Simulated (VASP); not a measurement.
# PdC18 in VASP: single point with PBE

Aim: the single point of PdC18 with PBE.

All numbers are computed with VASP 6.6.1; they aren't measurements. Logs are shortened: lines on timing, memory, paths and dates and some standing lists are left out, and cuts for length are marked.

### Step 1. The cell of the first run

The cell holds a slab with vacuum, 19 atoms: a = 7.398 Å, b = 7.398 Å, c = 13.000 Å, α = 90.00°, β = 90.00°, γ = 120.00°.

### Step 2. Single point, PBE

Input file INCAR:

```
ALGO = Normal
EDIFF = 1E-7
ENCUT = 520
GGA = PE
ISIF = 2
ISMEAR = -1
LASPH = True
LCHARG = False
LREAL = Auto
LWAVE = False
NBANDS = 56
NELM = 100
PREC = Accurate
SIGMA = 0.05
```

Input file KPOINTS:

```
k-points
0
Gamma
  2 2 1
```

Input file POSCAR:

```
PdC18
1.0
    7.3980000000      0.0000000000      0.0000000000
   -3.6990000000      6.4068560000      0.0000000000
    0.0000000000      0.0000000000     13.0000000000
C Pd
18 1
Direct
    0.0037058032     -0.0052478231      0.0779246846
    0.2238907447      0.1062422023      0.0751414764
    0.0037348957      0.3311036797      0.0779293529
    0.2238636509      0.4397880796      0.0751872256
    0.0025304956      0.6623287000      0.0728443026
    0.2238076448      0.7729634479      0.0747127902
    0.3356079113     -0.0043424049      0.0751509906
    0.5557285551      0.1070893382      0.0779128954
    0.3356759642      0.3289056774      0.0747341009
    0.5569480815      0.4395355328      0.0728466985
    0.3355768641      0.6620842408      0.0751542516
    0.5557744313      0.7707833970      0.0779484173
    0.6671338688     -0.0053554084      0.0852921961
    0.8923477459      0.1072472352      0.0852911110
    0.6690554795      0.3293188494      0.0736532945
    0.8904260620      0.4400032117      0.0736656278
    0.6690719843      0.6618945266      0.0737341817
    0.8903958297      0.7725556067      0.0737195242
    0.7795809873      1.0511650110      0.2425418779
```

Potentials or basis: VASP PAW PBE potentials, release 64 (C, Pd).

The run is started by

```sh
cat potpaw_PBE.64/C/POTCAR potpaw_PBE.64/Pd/POTCAR > POTCAR
mpirun -np 1 vasp_std > vasp.out
```

OUTCAR:

```text
EDIFF = 1E-7
   ENCUT = 520
   GGA = PE
   ISIF = 2
   ISMEAR = -1
   LASPH = True
   LREAL = Auto
   NELM = 100
   PREC = Accurate

 ion  position               nearest neighbor table
   1  0.004  0.995  0.078-   2 1.41  18 1.42  14 1.44
   2  0.224  0.106  0.075-   1 1.41   7 1.42   9 1.43
   3  0.004  0.331  0.078-   4 1.41  16 1.42  14 1.44
   4  0.224  0.440  0.075-   3 1.41  11 1.42   9 1.43
   5  0.003  0.662  0.073-   6 1.42  16 1.42  18 1.42
   6  0.224  0.773  0.075-   5 1.42  11 1.43   7 1.43
   7  0.336  0.996  0.075-   8 1.41   2 1.42   6 1.43
   8  0.556  0.107  0.078-   7 1.41  15 1.42  13 1.44
   9  0.336  0.329  0.075-  10 1.42   2 1.43   4 1.43
  10  0.557  0.440  0.073-   9 1.42  15 1.42  17 1.42
  11  0.336  0.662  0.075-  12 1.41   4 1.42   6 1.43
  12  0.556  0.771  0.078-  11 1.41  17 1.42  13 1.44
  13  0.667  0.995  0.085-   8 1.44  12 1.44  14 1.44  19 2.17
  14  0.892  0.107  0.085-   1 1.44   3 1.44  13 1.44  19 2.17
  15  0.669  0.329  0.074-  16 1.42  10 1.42   8 1.42
  16  0.890  0.440  0.074-  15 1.42   5 1.42   3 1.42
  17  0.669  0.662  0.074-  18 1.42  12 1.42  10 1.42
  18  0.890  0.773  0.074-  17 1.42   5 1.42   1 1.42
  19  0.780  0.051  0.243-  13 2.17  14 2.17

  LATTYP: Found a hexagonal cell.
 ALAT       =     7.3980000000
 C/A-ratio  =     1.7572316842

  Lattice vectors:

 A1 = (   7.3980000000,   0.0000000000,   0.0000000000)
 A2 = (  -3.6990000000,   6.4068560000,   0.0000000000)
 A3 = (   0.0000000000,   0.0000000000,  13.0000000000)

Analysis of symmetry for initial positions (statically):
=====================================================================
 Subroutine PRICEL returns:
 Original cell was already a primitive cell.

 Routine SETGRP: Setting up the symmetry group for a
 hexagonal supercell.

 Subroutine GETGRP returns: Found  1 space group operations
 (whereof  1 operations were pure point group operations)
 out of a pool of 24 trial point group operations.

The static configuration has the point symmetry C_1 .

Analysis of symmetry for dynamics (positions and initial velocities):
=====================================================================
 Subroutine PRICEL returns:
 Original cell was already a primitive cell.

 Routine SETGRP: Setting up the symmetry group for a
 hexagonal supercell.

 Subroutine GETGRP returns: Found  1 space group operations
 (whereof  1 operations were pure point group operations)
 out of a pool of 24 trial point group operations.

The dynamic configuration has the point symmetry C_1 .

 Subroutine INISYM returns: Found  1 space group operations
 (whereof  1 operations are pure point group operations),
 and found     1 'primitive' translations

----------------------------------------------------------------------------------------

                                     Primitive cell

  volume of cell :     616.1730

  direct lattice vectors                    reciprocal lattice vectors
     7.398000000  0.000000000  0.000000000     0.135171668  0.078041398  0.000000000
    -3.699000000  6.406856000  0.000000000     0.000000000  0.156082796  0.000000000
     0.000000000  0.000000000 13.000000000     0.000000000  0.000000000  0.076923077

  length of vectors
     7.398000000  7.398000054 13.000000000     0.156082797  0.156082796  0.076923077

  position of ions in fractional coordinates (direct lattice)
     0.003705803  0.994752177  0.077924685
     0.223890745  0.106242202  0.075141476
     0.003734896  0.331103680  0.077929353
     0.223863651  0.439788080  0.075187226
     0.002530496  0.662328700  0.072844303
     0.223807645  0.772963448  0.074712790
[... 11 lines left out ...]
     0.890395830  0.772555607  0.073719524
     0.779580987  0.051165011  0.242541878

  ion indices of the primitive-cell ions
   primitive index   ion index
                 1           1
                 2           2
                 3           3
                 4           4
                 5           5
                 6           6
[... 11 lines left out ...]
                18          18
                19          19

----------------------------------------------------------------------------------------

 KPOINTS: k-points

Automatic generation of k-mesh.
 Grid dimensions read from file:
 generate k-points for:    2    2    1

 Generating k-lattice:

  Cartesian coordinates                     Fractional coordinates (reciprocal lattice)
     0.067585834  0.039020699  0.000000000     0.500000000 -0.000000000  0.000000000
     0.000000000  0.078041398  0.000000000     0.000000000  0.500000000  0.000000000
     0.000000000  0.000000000  0.076923077     0.000000000  0.000000000  1.000000000

  Length of vectors
     0.078041399  0.078041398  0.076923077

  Shift w.r.t. Gamma in fractional coordinates (k-lattice)
     0.000000000  0.000000000  0.000000000

 Subroutine IBZKPT returns following result:
 ===========================================

 Found      4 irreducible k-points:

 Following reciprocal coordinates:
            Coordinates               Weight
  0.000000  0.000000  0.000000      1.000000
  0.500000  0.000000  0.000000      1.000000
  0.000000  0.500000  0.000000      1.000000
  0.500000  0.500000  0.000000      1.000000
   k-points           NKPTS =      4   k-points in BZ     NKDIM =      4   number of bands    NBANDS=     56
   number of dos      NEDOS =    301   number of ions     NIONS =     19
   total plane-waves  NPLWV = 307328
   dimension x,y,z NGX =    56 NGY =   56 NGZ =   98
   dimension x,y,z NGXF=   112 NGYF=  112 NGZF=  196
   ions per type =              18   1
   NGX,Y,Z   is equivalent  to a cutoff of  12.58, 12.58, 12.53 a.u.
   NGXF,Y,Z  is equivalent  to a cutoff of  25.17, 25.17, 25.06 a.u.
 SYSTEM =  unknown system
   PREC   = accura    normal or accurate (medium, high low for compatibility)
   ISTART =      0    job   : 0-new  1-cont  2-samecut
   ICHARG =      2    charge: 1-file 2-atom 10-const
   ISPIN  =      1    spin polarized calculation?
   LNONCOLLINEAR =      F non collinear calculations
   LSORBIT =      F    spin-orbit coupling
   LASPH  =      T    aspherical Exc in radial PAW
   ENCUT  =  520.0 eV  38.22 Ry    6.18 a.u.  13.76 13.76 24.17*2*pi/ulx,y,z
   NELM   =    100;   NELMIN=  2; NELMDL= -5     # of ELM steps
   EDIFF  = 0.1E-06   stopping-criterion for ELM
   LREAL  =      T    real-space projection
   EDIFFG = 0.1E-05   stopping-criterion for IOM
   NSW    =      0    number of steps for IOM
   IBRION =     -1    ionic relax: 0-MD 1-quasi-New 2-CG
   NFREE  =      0    steps in history (QN), initial steepest desc. (CG)
   ISIF   =      2    stress and relaxation
   ISYM   =      2    0-nonsym 1-usesym 2-fastsym
   POTIM  = 0.5000    time-step for ionic-motion
   TEBEG  =    0.0;   TEEND  =   0.0 temperature during run
   PSTRESS=    0.0 pullay stress
   NELECT =      82.0000    total number of electrons
   NUPDOWN=      -1.0000    fix difference up-down
   EMIN   =  10.00;   EMAX   =-10.00  energy-range for DOS
   EFERMI =   0.00;   METHOD = LEGACY
   ISMEAR =    -1;   SIGMA  =   0.05  broadening in eV -4-tet -1-fermi 0-gaus
   EFERMI_NEDOS =   21; number of points for ismear=-14 and -15
   IALGO  =     38    algorithm
   IMIX   =      4    mixing-type and parameters
     AMIX     =   0.40;   BMIX     =  1.00
     AMIX_MAG =   1.60;   BMIX_MAG =  1.00
  volume/ion in A,a.u.               =      32.43       218.85
  Fermi-wavevector in a.u.,A,eV,Ry     =   0.835818  1.579468  9.504925  0.698592
  Thomas-Fermi vector in A             =   1.949440
   LORBIT       =      0    0 simple, 1 ext, 2 COOP (PROOUT), +10 PAW based schemes
   GGA     = PE    functional components
   LHFCALC =     F    Hartree Fock is set to
   AEXX    =    0.0000 exact exchange contribution
   IVDW    =     0    specifies the selected vdW correction
   LEPSILON=     F    determine dielectric tensor
   LRPA    =     F    only Hartree local field effects (RPA)
 non-spin polarized calculation
  energy-cutoff  :      520.00
  volume of cell :      616.17
 maximum number of plane-waves:     16651
 NGX is ok and might be reduce to    56
   NGX = 27   NGY = 27   NGZ = 49

 number of electron      82.0000004 magnetization

 Free energy of the ion-electron system (eV)
  ---------------------------------------------------
  ext. energy  EPLUGINS =         0.00000000
  ---------------------------------------------------
  free energy    TOTEN  =      -168.30810486 eV

  energy without entropy =     -168.26974228  energy(sigma->0) =     -168.28892357

 E-fermi :  -1.1684     XC(G=0):  -3.8292

 val. band max:       -1.2058469401   @ k =   0.0000   0.0000   0.0000
 cond. band min:      -1.1387676271   @ k =   0.0000   0.0000   0.0000
 fundamental gap:      0.0670793130
 Fermi energy:        -1.1684181813

 k-point     1 :       0.0000    0.0000    0.0000
  band No.  band energies     occupation
      1     -20.8687      2.00000
      2     -18.4545      2.00000
      3     -18.3075      2.00000
      4     -18.2488      2.00000
      5     -18.2415      2.00000
      6     -18.2192      2.00000
[... 45 lines left out ...]
     52       3.6419      0.00000
     53       3.7040      0.00000

 k-point     2 :       0.5000    0.0000    0.0000
  band No.  band energies     occupation
      1     -20.2568      2.00000
      2     -20.1746      2.00000
      3     -18.9479      2.00000
      4     -18.8821      2.00000
      5     -16.4984      2.00000
      6     -16.4517      2.00000
[... 45 lines left out ...]
     52       3.5964      0.00000
     53       3.9002      0.00000

 k-point     3 :       0.0000    0.5000    0.0000
  band No.  band energies     occupation
      1     -20.2689      2.00000
      2     -20.1592      2.00000
      3     -18.9422      2.00000
      4     -18.8940      2.00000
      5     -16.5199      2.00000
      6     -16.4370      2.00000
[... 45 lines left out ...]
     52       3.5852      0.00000
     53       3.8938      0.00000

 k-point     4 :       0.5000    0.5000    0.0000
  band No.  band energies     occupation
      1     -20.2690      2.00000
      2     -20.1591      2.00000
      3     -18.9421      2.00000
      4     -18.8941      2.00000
      5     -16.5198      2.00000
      6     -16.4368      2.00000
[... 45 lines left out ...]
     52       3.5852      0.00000
     53       3.8938      0.00000
 [bands above 53 left out]

------------------------ aborting loop because EDIFF is reached ----------------------------------------

  FORCE on cell =-STRESS in cart. coord.  units (eV):
  Direction    XX          YY          ZZ          XY          YZ          ZX
  --------------------------------------------------------------------------------------
  -------------------------------------------------------------------------------------
  Total        3.1608095      5.5578336     -0.0932676     -2.0646795     -0.0032404      0.0041624
  in kB        8.2187593     14.4515184     -0.2425152     -5.3685944     -0.0084258      0.0108231
  external PRESSURE =       7.4759209 kB  Pullay stress =       0.0000000 kB

 VOLUME and BASIS-vectors are now :
 -----------------------------------------------------------------------------
  energy-cutoff  :      520.00
  volume of cell :      616.17
      direct lattice vectors                 reciprocal lattice vectors
     7.398000000  0.000000000  0.000000000     0.135171668  0.078041398  0.000000000
    -3.699000000  6.406856000  0.000000000     0.000000000  0.156082796  0.000000000
     0.000000000  0.000000000 13.000000000     0.000000000  0.000000000  0.076923077

 POSITION                                       TOTAL-FORCE (eV/Angst)
 -----------------------------------------------------------------------------------
     -3.65217      6.37323      1.01302        -0.001775      0.006126     -0.000023
      1.26335      0.68068      0.97684        -0.008249      0.007707     -0.000800
     -1.19712      2.12133      1.01308        -0.009044     -0.003438     -0.003918
      0.02937      2.81766      0.97743         0.013861     -0.008065     -0.006839
     -2.43123      4.24344      0.94698        -0.005931      0.002823      0.006601
     -1.20346      4.95227      0.97127        -0.001619      0.005370      0.004546
[... 11 lines left out ...]
      3.72947      4.94965      0.95835         0.007717     -0.005413     -0.002694
      5.57808      0.32781      3.15304         0.000685     -0.001210      0.017810
 -----------------------------------------------------------------------------------
    total drift:                                0.004049      0.004632      0.020348

  FREE ENERGIE OF THE ION-ELECTRON SYSTEM (eV)
  ---------------------------------------------------
  free  energy   TOTEN  =      -168.3081048581 eV

  energy  without entropy=     -168.2697422843  energy(sigma->0) =     -168.28892357
```

Wall time 6.9 min (1 thread of Intel Xeon Platinum 8375C at 2.90GHz (Ice Lake), shared host); peak memory 0.63 GiB.

Results:

* Free energy: -168.3081 eV
* Largest force: 0.020 eV/Å
* Band gap on the k mesh: 0.07 eV, direct

Forces in eV/Å, atoms in the order of the input:
```
C   -0.002  0.006  0.000
C   -0.008  0.008 -0.001
C   -0.009 -0.003 -0.004
C    0.014 -0.008 -0.007
C   -0.006  0.003  0.007
C   -0.002  0.005  0.005
C   -0.009 -0.002 -0.005
C    0.011  0.015 -0.007
C   -0.001  0.002  0.006
C   -0.001  0.004  0.002
C    0.008  0.001  0.000
C   -0.004 -0.001 -0.008
C   -0.007 -0.009 -0.003
C    0.012  0.005 -0.002
C    0.000 -0.002  0.003
C   -0.009 -0.003  0.004
C    0.003 -0.014 -0.004
C    0.008 -0.005 -0.003
Pd   0.001 -0.001  0.018
```

Levels at points of the mesh, in eV from the valence-band top:
| k point | band 38 | band 39 | band 40 | band 41 | band 42 | band 43 | band 44 | band 45 |
| --- | --- | --- | --- | --- | --- | --- | --- | --- |
| (0.00, 0.00, 0.00) | -1.50 | -1.48 | -0.11 | 0.00 | 0.07 | 0.26 | 0.89 | 3.40 |
| (0.50, 0.00, 0.00) | -1.56 | -1.28 | -1.26 | -1.25 | 0.86 | 1.63 | 2.31 | 2.39 |
| (0.00, 0.50, 0.00) | -1.55 | -1.49 | -1.32 | -1.09 | 0.93 | 1.61 | 2.39 | 2.41 |
| (0.50, 0.50, 0.00) | -1.55 | -1.49 | -1.32 | -1.09 | 0.93 | 1.61 | 2.39 | 2.41 |

Caveat: the k points lie up to 0.49 Å⁻¹ apart.
